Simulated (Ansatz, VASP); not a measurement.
## CuI in VASP and in Ansatz

```
Cu I
1.0
     0.00000    3.04215    3.04215
     3.04215    0.00000    3.04215
     3.04215    3.04215    0.00000
Cu I
1 1
Direct
  0.00000 0.00000 0.00000
  0.25000 0.25000 0.25000
```

Change from the starting cell: hydrostatic strain +1.0%.

Alike in both runs: task single point; functional PBE; k mesh 8 × 8 × 8; occupations fermi-dirac, width 0.02 eV; no spin polarisation.

```csv
,VASP,Ansatz
version,VASP 6.6.1,Ansatz 0.2.0
potentials or method,"VASP PAW PBE potentials, release 64 (Cu, I)","plane waves, PAW"
plane-wave cutoff (eV),520,420
valence electrons in the cell,18,36
```

Ansatz gave:

```
gap on the k mesh at the Fermi level (eV) : 1.09
pressure (GPa)                            : -0.1
```

Task: Estimate VASP's values.

Result: gap on the k mesh at the Fermi level (eV): 1.12; pressure (GPa): -0.1.

With one functional, cell and mesh, what is left measures potentials, basis and numerics. VASP's potentials hold 18 valence electrons a cell and Ansatz's 36, so a difference there can come from the potentials and not from the codes.

Neither program's run includes spin-orbit coupling.
